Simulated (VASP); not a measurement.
# Ru (P6_3/mmc) in VASP: a series of runs

Ru is run at these levels: PBE; tasks: single point.

Program: VASP 6.6.1. These are calculated values, not measurements. Logs are shortened: lines on timing, memory, paths and dates and some standing lists are left out, and cuts for length are marked.

**1. The cell of the first run**

Symmetry: P6_3/mmc, No. 194, hexagonal system. The conventional cell has a = 2.656 Å, b = 2.656 Å, c = 4.125 Å, α = 90.00°, β = 90.00°, γ = 120.00°. Within 3.4 Å of Ru (site symmetry -6m2) lie 12 Ru at 2.57 to 2.66 Å.

**2. Single point, PBE**

INCAR reads:

```
SYSTEM = Ru
PREC = Accurate
ENCUT = 520
EDIFF = 1E-6
ISMEAR = 0
SIGMA = 0.15
LREAL = .False.
LASPH = .True.
NELM = 80
ALGO = Normal
ISIF = 2
LWAVE = .False.
LCHARG = .False.
GGA = PE
NBANDS = 21
```

KPOINTS reads:

```
regular mesh
0
Gamma
  18 18 10
  0 0 0
```

POSCAR reads:

```
Ru
1.0
    2.6563000000      0.0000000000      0.0000000000
   -1.3281500000      2.3004232801      0.0000000000
    0.0000000000      0.0000000000      4.1248000000
Ru
2
Direct
    0.3333333333      0.6666666667      0.2500000000
    0.6666666667      0.3333333333      0.7500000000
```

Potentials or basis: VASP PAW PBE potentials, release 64 (Ru_pv).

Command:

```console
$ cat potpaw_PBE.64/Ru_pv/POTCAR > POTCAR
$ mpirun -np 1 vasp_std > vasp.out
```

OUTCAR:

```text
SYSTEM = Ru
   PREC = Accurate
   ENCUT = 520
   EDIFF = 1E-6
   ISMEAR = 0
   LREAL = .False.
   LASPH = .True.
   NELM = 80
   ISIF = 2
   GGA = PE

 ion  position               nearest neighbor table
   1  0.333  0.667  0.250-   2 2.57   2 2.57   2 2.57   2 2.57   2 2.57   2 2.57
   2  0.667  0.333  0.750-   1 2.57   1 2.57   1 2.57   1 2.57   1 2.57   1 2.57

  LATTYP: Found a hexagonal cell.
 ALAT       =     2.6563000000
 C/A-ratio  =     1.5528366525

  Lattice vectors:

 A1 = (   2.6563000000,   0.0000000000,   0.0000000000)
 A2 = (  -1.3281500000,   2.3004232801,   0.0000000000)
 A3 = (   0.0000000000,   0.0000000000,   4.1248000000)

Analysis of symmetry for initial positions (statically):
=====================================================================
 Subroutine PRICEL returns:
 Original cell was already a primitive cell.

 Routine SETGRP: Setting up the symmetry group for a
 hexagonal supercell.

 Subroutine GETGRP returns: Found 24 space group operations
 (whereof 12 operations were pure point group operations)
 out of a pool of 24 trial point group operations.

The static configuration has the point symmetry D_3d.
 The point group associated with its full space group is D_6h.

Analysis of symmetry for dynamics (positions and initial velocities):
=====================================================================
 Subroutine PRICEL returns:
 Original cell was already a primitive cell.

 Routine SETGRP: Setting up the symmetry group for a
 hexagonal supercell.

 Subroutine GETGRP returns: Found 24 space group operations
 (whereof 12 operations were pure point group operations)
 out of a pool of 24 trial point group operations.

The dynamic configuration has the point symmetry D_3d.
 The point group associated with its full space group is D_6h.

 Subroutine INISYM returns: Found 24 space group operations
 (whereof 12 operations are pure point group operations),
 and found     1 'primitive' translations

----------------------------------------------------------------------------------------

                                     Primitive cell

  volume of cell :      25.2051

  direct lattice vectors                    reciprocal lattice vectors
     2.656300000  0.000000000  0.000000000     0.376463502  0.217351304  0.000000000
    -1.328150000  2.300423280  0.000000000     0.000000000  0.434702608  0.000000000
     0.000000000  0.000000000  4.124800000     0.000000000  0.000000000  0.242435997

  length of vectors
     2.656300000  2.656300000  4.124800000     0.434702608  0.434702608  0.242435997

  position of ions in fractional coordinates (direct lattice)
     0.333333333  0.666666667  0.250000000
     0.666666667  0.333333333  0.750000000

  ion indices of the primitive-cell ions
   primitive index   ion index
                 1           1
                 2           2

----------------------------------------------------------------------------------------

 KPOINTS: regular mesh

Automatic generation of k-mesh.
 Grid dimensions read from file:
 generate k-points for:   18   18   10

 Generating k-lattice:

  Cartesian coordinates                     Fractional coordinates (reciprocal lattice)
     0.020914639  0.012075072  0.000000000     0.055555556 -0.000000000  0.000000000
     0.000000000  0.024150145  0.000000000     0.000000000  0.055555556  0.000000000
     0.000000000  0.000000000  0.024243600     0.000000000  0.000000000  0.100000000

  Length of vectors
     0.024150145  0.024150145  0.024243600

  Shift w.r.t. Gamma in fractional coordinates (k-lattice)
     0.000000000  0.000000000  0.000000000

 Subroutine IBZKPT returns following result:
 ===========================================

 Found    222 irreducible k-points:

 Following reciprocal coordinates:
            Coordinates               Weight
  0.000000  0.000000  0.000000      1.000000
  0.055556 -0.000000  0.000000      6.000000
  0.111111 -0.000000  0.000000      6.000000
  0.166667 -0.000000  0.000000      6.000000
  0.222222 -0.000000  0.000000      6.000000
  0.277778  0.000000  0.000000      6.000000
[... 16 lines left out ...]
  0.333333  0.111111  0.000000     12.000000
  0.388889  0.111111  0.000000     12.000000
 [... further k-points ...]
   k-points           NKPTS =    222   k-points in BZ     NKDIM =    222   number of bands    NBANDS=     21
   number of dos      NEDOS =    301   number of ions     NIONS =      2
   total plane-waves  NPLWV =  12800
   dimension x,y,z NGX =    20 NGY =   20 NGZ =   32
   dimension x,y,z NGXF=    40 NGYF=   40 NGZF=   64
   ions per type =               2
   NGX,Y,Z   is equivalent  to a cutoff of  12.52, 12.52, 12.90 a.u.
   NGXF,Y,Z  is equivalent  to a cutoff of  25.03, 25.03, 25.79 a.u.
 SYSTEM =  Ru
   PREC   = accura    normal or accurate (medium, high low for compatibility)
   ISTART =      0    job   : 0-new  1-cont  2-samecut
   ICHARG =      2    charge: 1-file 2-atom 10-const
   ISPIN  =      1    spin polarized calculation?
   LNONCOLLINEAR =      F non collinear calculations
   LSORBIT =      F    spin-orbit coupling
   LASPH  =      T    aspherical Exc in radial PAW
   ENCUT  =  520.0 eV  38.22 Ry    6.18 a.u.   4.94  4.94  7.67*2*pi/ulx,y,z
   NELM   =     80;   NELMIN=  2; NELMDL= -5     # of ELM steps
   EDIFF  = 0.1E-05   stopping-criterion for ELM
   LREAL  =      F    real-space projection
   EDIFFG = 0.1E-04   stopping-criterion for IOM
   NSW    =      0    number of steps for IOM
   IBRION =     -1    ionic relax: 0-MD 1-quasi-New 2-CG
   NFREE  =      0    steps in history (QN), initial steepest desc. (CG)
   ISIF   =      2    stress and relaxation
   ISYM   =      2    0-nonsym 1-usesym 2-fastsym
   POTIM  = 0.5000    time-step for ionic-motion
   TEBEG  =    0.0;   TEEND  =   0.0 temperature during run
   PSTRESS=    0.0 pullay stress
   NELECT =      28.0000    total number of electrons
   NUPDOWN=      -1.0000    fix difference up-down
   EMIN   =  10.00;   EMAX   =-10.00  energy-range for DOS
   EFERMI =   0.00;   METHOD = LEGACY
   ISMEAR =     0;   SIGMA  =   0.15  broadening in eV -4-tet -1-fermi 0-gaus
   EFERMI_NEDOS =   21; number of points for ismear=-14 and -15
   IALGO  =     38    algorithm
   IMIX   =      4    mixing-type and parameters
     AMIX     =   0.40;   BMIX     =  1.00
     AMIX_MAG =   1.60;   BMIX_MAG =  1.00
  volume/ion in A,a.u.               =      12.60        85.05
  Fermi-wavevector in a.u.,A,eV,Ry     =   1.695502  3.204034 39.113026  2.874726
  Thomas-Fermi vector in A             =   2.776534
   LORBIT       =      0    0 simple, 1 ext, 2 COOP (PROOUT), +10 PAW based schemes
   GGA     = PE    functional components
   LHFCALC =     F    Hartree Fock is set to
   AEXX    =    0.0000 exact exchange contribution
   IVDW    =     0    specifies the selected vdW correction
   LEPSILON=     F    determine dielectric tensor
   LRPA    =     F    only Hartree local field effects (RPA)
 non-spin polarized calculation
 Gauss-broadening in eV      SIGMA  =   0.15
  energy-cutoff  :      520.00
  volume of cell :       25.21
 maximum number of plane-waves:       699
 NGX is ok and might be reduce to    20
   NGX =  9   NGY =  9   NGZ = 15

 number of electron      28.0000002 magnetization

 Free energy of the ion-electron system (eV)
  ---------------------------------------------------
  ext. energy  EPLUGINS =         0.00000000
  ---------------------------------------------------
  free energy    TOTEN  =       -18.23587802 eV

  energy without entropy =      -18.21839965  energy(sigma->0) =      -18.22713883

 E-fermi :  14.2547     XC(G=0): -14.5854

 val. band max:       14.2450419331   @ k =   0.1667   0.0556   0.3000
 cond. band min:      14.2599425416   @ k =   0.2778   0.0000   0.2000
 fundamental gap:      0.0149006085
 Fermi energy:        14.2546980892

 k-point     1 :       0.0000    0.0000    0.0000
  band No.  band energies     occupation
      1     -29.7444      2.00000
      2     -28.5515      2.00000
      3     -28.5515      2.00000
      4     -28.3160      2.00000
      5     -28.3160      2.00000
      6     -28.2322      2.00000
[... 13 lines left out ...]
     20      24.5934      0.00000
     21      25.7841      0.00000

 k-point     2 :       0.0556   -0.0000    0.0000
  band No.  band energies     occupation
      1     -29.7309      2.00000
      2     -28.5789      2.00000
      3     -28.5611      2.00000
      4     -28.3448      2.00000
      5     -28.3192      2.00000
      6     -28.2390      2.00000
[... 13 lines left out ...]
     20      24.5934      0.00000
     21      25.7688      0.00000

 k-point     3 :       0.1111   -0.0000    0.0000
  band No.  band energies     occupation
      1     -29.6912      2.00000
      2     -28.6578      2.00000
      3     -28.5884      2.00000
      4     -28.4269      2.00000
      5     -28.3290      2.00000
      6     -28.2595      2.00000
[... 13 lines left out ...]
     20      24.5934      0.00000
     21      25.7115      0.00000

 k-point     4 :       0.1667   -0.0000    0.0000
  band No.  band energies     occupation
      1     -29.6277      2.00000
      2     -28.7787      2.00000
      3     -28.6289      2.00000
      4     -28.5501      2.00000
      5     -28.3451      2.00000
      6     -28.2937      2.00000
[... 13 lines left out ...]
     20      24.5933      0.00000
     21      25.5967      0.00000

 k-point     5 :       0.2222   -0.0000    0.0000
  band No.  band energies     occupation
      1     -29.5440      2.00000
      2     -28.9270      2.00000
      3     -28.6970      2.00000
      4     -28.6770      2.00000
      5     -28.3661      2.00000
      6     -28.3413      2.00000
[... 13 lines left out ...]
     20      24.5934      0.00000
     21      25.4318      0.00000

 k-point     6 :       0.2778    0.0000    0.0000
  band No.  band energies     occupation
      1     -29.4456      2.00000
      2     -29.0847      2.00000
      3     -28.8488      2.00000
      4     -28.7266      2.00000
      5     -28.4011      2.00000
      6     -28.3896      2.00000
[... 13 lines left out ...]
     20      24.5932      0.00000
     21      25.2427      0.00000

 k-point     7 :       0.3333    0.0000    0.0000
  band No.  band energies     occupation
      1     -29.3399      2.00000
      2     -29.2325      2.00000
      3     -28.9875      2.00000
      4     -28.7720      2.00000
      5     -28.4704      2.00000
      6     -28.4125      2.00000
[... 13 lines left out ...]
     20      24.6339      0.00000
     21      24.9499      0.00000
[... 291 lines left out ...]
      1     -29.5094      2.00000
      2     -28.9339      2.00000
      3     -28.8422      2.00000
      4     -28.6232      2.00000
      5     -28.4104      2.00000
      6     -28.3617      2.00000
[... 13 lines left out ...]
     20      24.5933      0.00000
     21      25.4130      0.00000

 k-point    21 :       0.2222    0.1111    0.0000
  band No.  band energies     occupation
      1     -29.4132      2.00000
      2     -29.0766      2.00000
      3     -28.9450      2.00000
      4     -28.7032      2.00000
      5     -28.4444      2.00000
      6     -28.4215      2.00000
[... 13 lines left out ...]
     20      24.5932      0.00000
     21      25.3059      0.00000

 k-point    22 :       0.2778    0.1111    0.0000
  band No.  band energies     occupation
      1     -29.3093      2.00000
      2     -29.2155      2.00000
      3     -29.0335      2.00000
      4     -28.7797      2.00000
      5     -28.4912      2.00000
      6     -28.4748      2.00000
[... 13 lines left out ...]
     20      25.1464      0.00000
     21      25.1525      0.00000

 k-point    23 :       0.3333    0.1111    0.0000
  band No.  band energies     occupation
      1     -29.3288      2.00000
      2     -29.2074      2.00000
      3     -29.1039      2.00000
      4     -28.8416      2.00000
      5     -28.5650      2.00000
      6     -28.4991      2.00000
[... 13 lines left out ...]
     20      24.5933      0.00000
     21      25.8888      0.00000

 k-point    24 :       0.3889    0.1111    0.0000
  band No.  band energies     occupation
      1     -29.4024      2.00000
      2     -29.1495      2.00000
      3     -29.1244      2.00000
      4     -28.8814      2.00000
      5     -28.6296      2.00000
      6     -28.5149      2.00000
[... 13 lines left out ...]
     20      24.5927      0.00000
     21      26.1786      0.00000

 [... further k-points ...]
[... 5 lines left out ...]
  --------------------------------------------------------------------------------------
  -------------------------------------------------------------------------------------
  Total        4.8034620      4.8034620      6.7085489     -0.0000000      0.0000000     -0.0000000
  in kB      305.3354091    305.3354091    426.4335857     -0.0000000      0.0000000     -0.0000000
  external PRESSURE =     345.7014680 kB  Pullay stress =       0.0000000 kB

 VOLUME and BASIS-vectors are now :
 -----------------------------------------------------------------------------
  energy-cutoff  :      520.00
  volume of cell :       25.21
      direct lattice vectors                 reciprocal lattice vectors
     2.656300000  0.000000000  0.000000000     0.376463502  0.217351304  0.000000000
    -1.328150000  2.300423280  0.000000000     0.000000000  0.434702608  0.000000000
     0.000000000  0.000000000  4.124800000     0.000000000  0.000000000  0.242435997

 POSITION                                       TOTAL-FORCE (eV/Angst)
 -----------------------------------------------------------------------------------
     -0.00000      1.53362      1.03120         0.000000     -0.000000      0.000000
      1.32815      0.76681      3.09360        -0.000000      0.000000      0.000000
 -----------------------------------------------------------------------------------
    total drift:                               -0.000000      0.000000     -0.000000

  FREE ENERGIE OF THE ION-ELECTRON SYSTEM (eV)
  ---------------------------------------------------
  free  energy   TOTEN  =       -18.2358780208 eV

  energy  without entropy=      -18.2183996473  energy(sigma->0) =      -18.22713883
```

It took 46 s on 1 thread of Intel Xeon Platinum 8488C (Sapphire Rapids), shared host; peak memory 0.2 GiB.

What came out:

| Quantity | Value |
| --- | --- |
| Free energy | -18.2359 eV |
| Pressure | 34.6 GPa |
| Band gap on the k mesh | zero (bands 14 and 15 overlap by 3.46 eV) |

Caveat: the cell stands under pressure.

**3. Single point, PBE**

This run uses another cell than the first one, of 12.68 Å³/atom.

INCAR reads:

```
  ALGO = Normal
  EDIFF = 1E-6
  ENCUT = 520
  GGA = PE
  ISIF = 2
  ISMEAR = 0
  LASPH = T
  LCHARG = F
  LREAL = F
  LWAVE = F
  NBANDS = 21
  NELM = 60
  PREC = Accurate
  SIGMA = 0.15
```

KPOINTS reads:

```
k-points
0
Gamma
  18 18 10
```

POSCAR reads:

```
Ru
1.0
    2.7833000000      0.0000000000      0.0000000000
   -1.3916500000      2.4104085063      0.0000000000
    0.0000000000      0.0000000000      3.7811000000
Ru
2
Direct
    0.3333333333      0.6666666667      0.2500000000
    0.6666666667      0.3333333333      0.7500000000
```

Potentials or basis: VASP PAW PBE potentials, release 64 (Ru_pv).

Command:

```console
$ cat potpaw_PBE.64/Ru_pv/POTCAR > POTCAR
$ mpirun -np 1 vasp_std > vasp.out
```

It took 44 s on 1 thread of Intel Xeon Platinum 8488C (Sapphire Rapids), shared host; peak memory 0.21 GiB.

It converged, with:

* Free energy: -17.6256 eV
* Pressure: 42.8 GPa
* Band gap on the k mesh: zero (bands 14 and 15 overlap by 3.07 eV)

Stress tensor (GPa, compression positive):
```
18.80  0.00  0.00
 0.00 18.80  0.00
 0.00  0.00 90.78
```

Levels at points of the mesh, in eV from the Fermi level:
```csv
k point,band 12,band 13,band 14,band 15,band 16,band 17
"(0.00, 0.00, 0.00)",-2.85,-2.02,-2.02,-1.23,1.22,1.22
"(0.50, 0.00, 0.00)",-1.33,-0.78,0.47,1.43,2.78,3.81
"(0.00, 0.00, 0.50)",-3.93,-2.01,-2.01,0.91,0.91,0.91
"(0.50, 0.00, 0.50)",-1.90,0.27,0.27,1.14,1.14,3.28
```

Caveat: the cell stands under pressure.

**4. Single point, PBE**

This run uses another cell than the first one, of 12.66 Å³/atom.

INCAR reads:

```
  PREC = Accurate
  ENCUT = 520
  EDIFF = 1E-6
  ISMEAR = 0
  SIGMA = 0.15
  LREAL = F
  LASPH = T
  NELM = 100
  ALGO = Normal
  ISIF = 2
  LWAVE = F
  LCHARG = T
  GGA = PE
  LELF = T
  LVHAR = T
  NBANDS = 21
```

KPOINTS reads:

```
regular mesh
0
Gamma
  18 18 10
```

POSCAR reads:

```
Ru
1.0
    2.7197977385      0.0000000000      0.0000000000
   -1.3598988693      2.3554139347      0.0000000000
    0.0000000000      0.0000000000      3.9529000000
Ru
2
Direct
    0.3333333333      0.6666666667      0.2500000000
    0.6666666667      0.3333333333      0.7500000000
```

Command:

```console
$ cat potpaw_PBE.64/Ru_pv/POTCAR > POTCAR
$ mpirun -np 1 vasp_std > vasp.out
```

Run time: 48 s. Hardware: 1 thread of Intel Xeon Platinum 8488C (Sapphire Rapids), shared host; peak memory 0.21 GiB.

Results (log left out):

```yaml
Free_energy: -18.0510 eV
Pressure: 36.3 GPa
Band_gap_on_the_k_mesh: zero (bands 14 and 15 overlap by 3.34 eV)
```

Stress tensor (GPa, compression positive):
```
20.53  0.00  0.00
 0.00 20.53  0.00
 0.00  0.00 67.98
```

Levels at points of the mesh, in eV from the Fermi level:
| k point | band 12 | band 13 | band 14 | band 15 | band 16 | band 17 |
| --- | --- | --- | --- | --- | --- | --- |
| (0.00, 0.00, 0.00) | -2.30 | -2.06 | -2.06 | -1.85 | 1.25 | 1.25 |
| (0.50, 0.00, 0.00) | -1.73 | -1.18 | 0.97 | 1.69 | 2.52 | 4.16 |
| (0.00, 0.00, 0.50) | -3.51 | -2.44 | -2.44 | 0.72 | 0.72 | 0.72 |
| (0.50, 0.00, 0.50) | -1.58 | 0.39 | 0.39 | 1.44 | 1.44 | 3.50 |

Caveat: the cell stands under pressure.

**5. Single point, PBE**

This run uses another cell than the first one, of 12.86 Å³/atom.

INCAR reads:

```
ALGO = Normal ; EDIFF = 1E-7
ENCUT = 520 ; GGA = PE
ISIF = 2 ; ISMEAR = 0
LASPH = True ; LCHARG = False
LREAL = False ; LWAVE = False
NBANDS = 21 ; NELM = 80
PREC = Accurate ; SIGMA = 0.15
```

KPOINTS reads:

```
k-points
0
Gamma
  18 18 10
```

POSCAR reads:

```
Ru
1.0
    2.5294000000      0.0000000000      0.0000000000
   -1.2647000000      2.1905246563      0.0000000000
    0.0000000000      0.0000000000      4.6404000000
Ru
2
Direct
    0.3333333333      0.6666666667      0.2500000000
    0.6666666667      0.3333333333      0.7500000000
```

Command:

```console
$ cat potpaw_PBE.64/Ru_pv/POTCAR > POTCAR
$ mpirun -np 1 vasp_std > vasp.out
```

It took 60 s on 1 thread of Intel Xeon Platinum 8488C (Sapphire Rapids), shared host; peak memory 0.21 GiB.

Results (log left out):

```yaml
Free_energy: -17.6763 eV
Pressure: 33.4 GPa
Band_gap_on_the_k_mesh: zero (bands 14 and 15 overlap by 2.72 eV)
```

Stress tensor (GPa, compression positive):
```
 60.93   0.00   0.00
  0.00  60.93   0.00
  0.00   0.00 -21.59
```

Levels at points of the mesh, in eV from the Fermi level:
```csv
k point,band 11,band 12,band 13,band 14,band 15,band 16,band 17,band 18
"(0.00, 0.00, 0.00)",-2.76,-2.35,-2.35,-0.32,-0.32,-0.27,1.37,1.37
"(0.50, 0.00, 0.00)",-2.24,-2.14,-1.34,1.45,2.55,2.74,4.63,6.85
"(0.00, 0.00, 0.50)",-2.70,-2.70,-2.70,-2.70,0.72,0.72,0.72,0.72
"(0.50, 0.00, 0.50)",-0.61,-0.61,0.45,0.45,2.66,2.66,3.68,3.68
```

Caveat: the cell stands under pressure.

**6. Summary**

| cell | gap on the mesh (eV) | pressure (GPa) |
| --- | --- | --- |
| a = 2.656, b = 2.656, c = 4.125 Å, angles 90.0, 90.0, 120.0°, 2 atoms | none | 34.6 |
| a = 2.783, b = 2.783, c = 3.781 Å, angles 90.0, 90.0, 120.0°, 2 atoms | none | 42.8 |
| a = 2.720, b = 2.720, c = 3.953 Å, angles 90.0, 90.0, 120.0°, 2 atoms | none | 36.3 |
| a = 2.529, b = 2.529, c = 4.640 Å, angles 90.0, 90.0, 120.0°, 2 atoms | none | 33.4 |

Alike in all rows: task single point; level PBE; potentials or basis VASP PAW PBE potentials, release 64 (Ru_pv); no spin polarisation; k mesh 18 × 18 × 10; cutoff (eV) 520; smearing gaussian 0.15 eV.

Caveats: the cell stands under pressure.

Absolute energies hang on the potentials; compare differences alone.
